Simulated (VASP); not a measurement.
# Sn (I4/mmm) in VASP: single point with PBEsol+D3(BJ)

Aim: the single point of Sn with PBEsol+D3(BJ).

Everything below comes from runs of VASP 6.6.1. Logs are shortened: lines on timing, memory, paths and dates and some standing lists are left out, and cuts for length are marked.

## 1. The cell of the first run

The typed cell holds 1 atom: a = 3.376 Å, b = 3.376 Å, c = 3.376 Å, α = 120.00°, β = 120.00°, γ = 90.01°.

This isn't the form of Sn at room conditions, which is tetragonal (white tin).

## 2. Single point, PBEsol+D3(BJ)

Contents of INCAR:

```
PREC = Accurate
ENCUT = 520
EDIFF = 1E-6
ISMEAR = 0
SIGMA = 0.15
LREAL = False
LASPH = True
NELM = 100
ALGO = Fast
ISIF = 2
LWAVE = False
LCHARG = False
GGA = PS
IVDW = 12
NBANDS = 13
```

Contents of KPOINTS:

```
regular mesh
0
Gamma
  20 20 20
```

Contents of POSCAR:

```
Sn
1.0
   -1.6880278518      1.6880278518      2.3868713825
    1.6880278518     -1.6880278518      2.3868713825
    1.6880278518      1.6880278518     -2.3868713825
Sn
1
Direct
    0.0000000000      0.0000000000      0.0000000000
```

Potentials or basis: VASP PAW PBE potentials, release 64 (Sn_d).

The run is started by

```console
> cat potpaw_PBE.64/Sn_d/POTCAR > POTCAR
> mpirun -np 1 vasp_std > vasp.out
```

OUTCAR:

```text
PREC = Accurate
   ENCUT = 520
   EDIFF = 1E-6
   ISMEAR = 0
   LREAL = False
   LASPH = True
   NELM = 100
   ISIF = 2
   GGA = PS
   IVDW = 12
 IVDW          = 12

 ion  position               nearest neighbor table
   1  0.000  0.000  0.000-

  LATTYP: Found a body centered tetragonal cell.
 ALAT       =     3.3760557036
 C/A-ratio  =     1.4140000000

  Lattice vectors:

 A1 = (  -1.6880278518,   1.6880278518,   2.3868713825)
 A2 = (   1.6880278518,  -1.6880278518,   2.3868713825)
 A3 = (   1.6880278518,   1.6880278518,  -2.3868713825)

Analysis of symmetry for initial positions (statically):
=====================================================================
 Subroutine PRICEL returns:
 Original cell was already a primitive cell.

 Routine SETGRP: Setting up the symmetry group for a
 body centered tetragonal supercell.

 Subroutine GETGRP returns: Found 16 space group operations
 (whereof 16 operations were pure point group operations)
 out of a pool of 16 trial point group operations.

The static configuration has the point symmetry D_4h.

Analysis of symmetry for dynamics (positions and initial velocities):
=====================================================================
 Subroutine PRICEL returns:
 Original cell was already a primitive cell.

 Routine SETGRP: Setting up the symmetry group for a
 body centered tetragonal supercell.

 Subroutine GETGRP returns: Found 16 space group operations
 (whereof 16 operations were pure point group operations)
 out of a pool of 16 trial point group operations.

The dynamic configuration has the point symmetry D_4h.

 Subroutine INISYM returns: Found 16 space group operations
 (whereof 16 operations are pure point group operations),
 and found     1 'primitive' translations

----------------------------------------------------------------------------------------

                                     Primitive cell

  volume of cell :      27.2050

  direct lattice vectors                    reciprocal lattice vectors
    -1.688027852  1.688027852  2.386871382     0.000000000  0.296203643  0.209479239
     1.688027852 -1.688027852  2.386871382     0.296203643  0.000000000  0.209479239
     1.688027852  1.688027852 -2.386871382     0.296203643  0.296203643  0.000000000

  length of vectors
     3.375800802  3.375800802  3.375800802     0.362792158  0.362792158  0.418895210

  position of ions in fractional coordinates (direct lattice)
     0.000000000  0.000000000  0.000000000

  ion indices of the primitive-cell ions
   primitive index   ion index
                 1           1

----------------------------------------------------------------------------------------

 KPOINTS: regular mesh

Automatic generation of k-mesh.
 Grid dimensions read from file:
 generate k-points for:   20   20   20

 Generating k-lattice:

  Cartesian coordinates                     Fractional coordinates (reciprocal lattice)
     0.000000000  0.014810182  0.010473962     0.050000000  0.000000000  0.000000000
     0.014810182  0.000000000  0.010473962     0.000000000  0.050000000  0.000000000
     0.014810182  0.014810182  0.000000000     0.000000000  0.000000000  0.050000000

  Length of vectors
     0.018139608  0.018139608  0.020944760

  Shift w.r.t. Gamma in fractional coordinates (k-lattice)
     0.000000000  0.000000000  0.000000000

 Subroutine IBZKPT returns following result:
 ===========================================

 Found    641 irreducible k-points:

 Following reciprocal coordinates:
            Coordinates               Weight
  0.000000  0.000000  0.000000      1.000000
  0.050000 -0.000000  0.000000      8.000000
  0.100000 -0.000000  0.000000      8.000000
  0.150000  0.000000  0.000000      8.000000
  0.200000 -0.000000  0.000000      8.000000
  0.250000 -0.000000  0.000000      8.000000
[... 16 lines left out ...]
 -0.400000  0.050000  0.000000     16.000000
 -0.350000  0.050000 -0.000000     16.000000
 [... further k-points ...]
   k-points           NKPTS =    641   k-points in BZ     NKDIM =    641   number of bands    NBANDS=     13
   number of dos      NEDOS =    301   number of ions     NIONS =      1
   total plane-waves  NPLWV =  21952
   dimension x,y,z NGX =    28 NGY =   28 NGZ =   28
   dimension x,y,z NGXF=    56 NGYF=   56 NGZF=   56
   ions per type =               1
   NGX,Y,Z   is equivalent  to a cutoff of  13.79, 13.79, 13.79 a.u.
   NGXF,Y,Z  is equivalent  to a cutoff of  27.58, 27.58, 27.58 a.u.
 SYSTEM =  unknown system
   PREC   = accura    normal or accurate (medium, high low for compatibility)
   ISTART =      0    job   : 0-new  1-cont  2-samecut
   ICHARG =      2    charge: 1-file 2-atom 10-const
   ISPIN  =      1    spin polarized calculation?
   LNONCOLLINEAR =      F non collinear calculations
   LSORBIT =      F    spin-orbit coupling
   LASPH  =      T    aspherical Exc in radial PAW
   ENCUT  =  520.0 eV  38.22 Ry    6.18 a.u.   6.28  6.28  6.28*2*pi/ulx,y,z
   NELM   =    100;   NELMIN=  2; NELMDL= -5     # of ELM steps
   EDIFF  = 0.1E-05   stopping-criterion for ELM
   LREAL  =      F    real-space projection
   EDIFFG = 0.1E-04   stopping-criterion for IOM
   NSW    =      0    number of steps for IOM
   IBRION =     -1    ionic relax: 0-MD 1-quasi-New 2-CG
   NFREE  =      0    steps in history (QN), initial steepest desc. (CG)
   ISIF   =      2    stress and relaxation
   ISYM   =      2    0-nonsym 1-usesym 2-fastsym
   POTIM  = 0.5000    time-step for ionic-motion
   TEBEG  =    0.0;   TEEND  =   0.0 temperature during run
   PSTRESS=    0.0 pullay stress
   NELECT =      14.0000    total number of electrons
   NUPDOWN=      -1.0000    fix difference up-down
   EMIN   =  10.00;   EMAX   =-10.00  energy-range for DOS
   EFERMI =   0.00;   METHOD = LEGACY
   ISMEAR =     0;   SIGMA  =   0.15  broadening in eV -4-tet -1-fermi 0-gaus
   EFERMI_NEDOS =   21; number of points for ismear=-14 and -15
   IALGO  =     68    algorithm
   IMIX   =      4    mixing-type and parameters
     AMIX     =   0.40;   BMIX     =  1.00
     AMIX_MAG =   1.60;   BMIX_MAG =  1.00
  volume/ion in A,a.u.               =      27.20       183.59
  Fermi-wavevector in a.u.,A,eV,Ry     =   1.311902  2.479136 23.416813  1.721087
  Thomas-Fermi vector in A             =   2.442332
   LORBIT       =      0    0 simple, 1 ext, 2 COOP (PROOUT), +10 PAW based schemes
   GGA     = PS    functional components
   LHFCALC =     F    Hartree Fock is set to
   AEXX    =    0.0000 exact exchange contribution
   IVDW    =    12    specifies the selected vdW correction
   LEPSILON=     F    determine dielectric tensor
   LRPA    =     F    only Hartree local field effects (RPA)
 non-spin polarized calculation
 RMM-DIIS sequential band-by-band and
 Gauss-broadening in eV      SIGMA  =   0.15
  energy-cutoff  :      520.00
  volume of cell :       27.20
 maximum number of plane-waves:       754
 NGX is ok and might be reduce to    28
   NGX = 13   NGY = 13   NGZ = 13

 number of electron      14.0000004 magnetization

 Free energy of the ion-electron system (eV)
  ---------------------------------------------------
  ext. energy  EPLUGINS =         0.00000000
  ---------------------------------------------------
  free energy    TOTEN  =        -4.23296130 eV

  energy without entropy =       -4.22612490  energy(sigma->0) =       -4.22954310

 E-fermi :   7.9879     XC(G=0): -10.4975

 val. band max:        7.9852614459   @ k =  -0.3000   0.0500  -0.0000
 cond. band min:       8.0301254970   @ k =   0.2500   0.2500   0.0000
 fundamental gap:      0.0448640511
 Fermi energy:         7.9878802086

 k-point     1 :       0.0000    0.0000    0.0000
  band No.  band energies     occupation
      1     -13.4782      2.00000
      2     -13.4782      2.00000
      3     -13.4781      2.00000
      4     -13.3999      2.00000
      5     -13.3998      2.00000
      6      -3.1749      2.00000
      7      15.6457      0.00000
      8      15.6459      0.00000
      9      15.6460      0.00000
     10      18.5878      0.00000
     11      19.8117      0.00000
     12      19.8117      0.00000
     13      19.8124      0.00000

 k-point     2 :       0.0500   -0.0000    0.0000
  band No.  band energies     occupation
      1     -13.4780      2.00000
      2     -13.4760      2.00000
      3     -13.4760      2.00000
      4     -13.4001      2.00000
      5     -13.4000      2.00000
      6      -3.1234      2.00000
      7      15.0382      0.00000
      8      15.5610      0.00000
      9      15.5611      0.00000
     10      18.2311      0.00000
     11      19.9576      0.00000
     12      19.9580      0.00000
     13      20.6362      0.00000

 k-point     3 :       0.1000   -0.0000    0.0000
  band No.  band energies     occupation
      1     -13.4775      2.00000
      2     -13.4703      2.00000
      3     -13.4702      2.00000
      4     -13.3999      2.00000
      5     -13.3998      2.00000
      6      -2.9690      2.00000
      7      13.6737      0.00000
      8      15.3404      0.00000
      9      15.3406      0.00000
     10      17.9363      0.00000
     11      20.3450      0.00000
     12      20.3453      0.00000
     13      21.5664      0.00000
[... 305 lines left out ...]
 k-point    23 :      -0.4000    0.0500    0.0000
  band No.  band energies     occupation
      1     -13.4775      2.00000
      2     -13.4660      2.00000
      3     -13.4623      2.00000
      4     -13.3459      2.00000
      5     -13.3321      2.00000
      6      -0.1481      2.00000
      7       5.2926      2.00000
      8      13.4728      0.00000
      9      13.7266      0.00000
     10      17.2434      0.00000
     11      18.7596      0.00000
     12      19.4495      0.00000
     13      19.8240      0.00000

 k-point    24 :      -0.3500    0.0500   -0.0000
  band No.  band energies     occupation
      1     -13.4778      2.00000
      2     -13.4620      2.00000
      3     -13.4583      2.00000
      4     -13.3613      2.00000
      5     -13.3446      2.00000
      6      -0.8529      2.00000
      7       6.5802      2.00000
      8      13.5488      0.00000
      9      14.0045      0.00000
     10      17.3799      0.00000
     11      18.8484      0.00000
     12      19.8879      0.00000
     13      20.2221      0.00000

 [... further k-points ...]

------------------------ aborting loop because EDIFF is reached ----------------------------------------

 Edisp (eV)   -0.38913

 E8    (eV) :    -0.2744

  FORCE on cell =-STRESS in cart. coord.  units (eV):
  Direction    XX          YY          ZZ          XY          YZ          ZX
  --------------------------------------------------------------------------------------
  -------------------------------------------------------------------------------------
  Total      -0.63470    -0.63470    -0.63489     0.00000    -0.00000     0.00000
  in kB     -37.37946   -37.37946   -37.39047     0.00000    -0.00000     0.00000
  external pressure =      -37.38 kB  Pullay stress =        0.00 kB

 VOLUME and BASIS-vectors are now :
 -----------------------------------------------------------------------------
  energy-cutoff  :      520.00
  volume of cell :       27.20
      direct lattice vectors                 reciprocal lattice vectors
    -1.688027852  1.688027852  2.386871382     0.000000000  0.296203643  0.209479239
     1.688027852 -1.688027852  2.386871382     0.296203643  0.000000000  0.209479239
     1.688027852  1.688027852 -2.386871382     0.296203643  0.296203643  0.000000000

 POSITION                                       TOTAL-FORCE (eV/Angst)
 -----------------------------------------------------------------------------------
      0.00000      0.00000      0.00000         0.000000      0.000000     -0.000000
 -----------------------------------------------------------------------------------
    total drift:                                0.000000     -0.000000     -0.000000

  FREE ENERGIE OF THE ION-ELECTRON SYSTEM (eV)
  ---------------------------------------------------
  free  energy   TOTEN  =        -4.6220868132 eV

  energy  without entropy=       -4.6152504130  energy(sigma->0) =       -4.61866861
```

It took 6.4 min on 1 thread of Intel Xeon 8259CL, shared host; peak memory 0.34 GiB.

Results:

* Free energy: -4.6221 eV
* Pressure: -3.7 GPa
* Band gap on the k mesh: zero (bands 7 and 8 overlap by 9.65 eV)
* Dispersion energy per atom: -0.389 eV

Levels at points of the mesh, in eV from the Fermi level:
| k point | band 5 | band 6 | band 7 | band 8 | band 9 | band 10 |
| --- | --- | --- | --- | --- | --- | --- |
| (0.00, 0.00, 0.00) | -21.39 | -11.16 | 7.66 | 7.66 | 7.66 | 10.60 |
| (0.50, 0.00, 0.00) | -21.31 | -6.83 | -4.66 | 5.75 | 5.75 | 9.96 |
| (0.50, 0.50, 0.00) | -21.29 | -4.93 | -3.65 | 2.03 | 2.03 | 5.36 |
| (0.50, 0.50, 0.50) | -21.29 | -4.92 | -3.65 | 2.03 | 2.03 | 5.36 |

Caveat: the cell stands under tension; the PAW data sets were made with another functional, which shifts forces and pressure a little; spin-orbit coupling is left out, which moves the levels of the heavy elements.
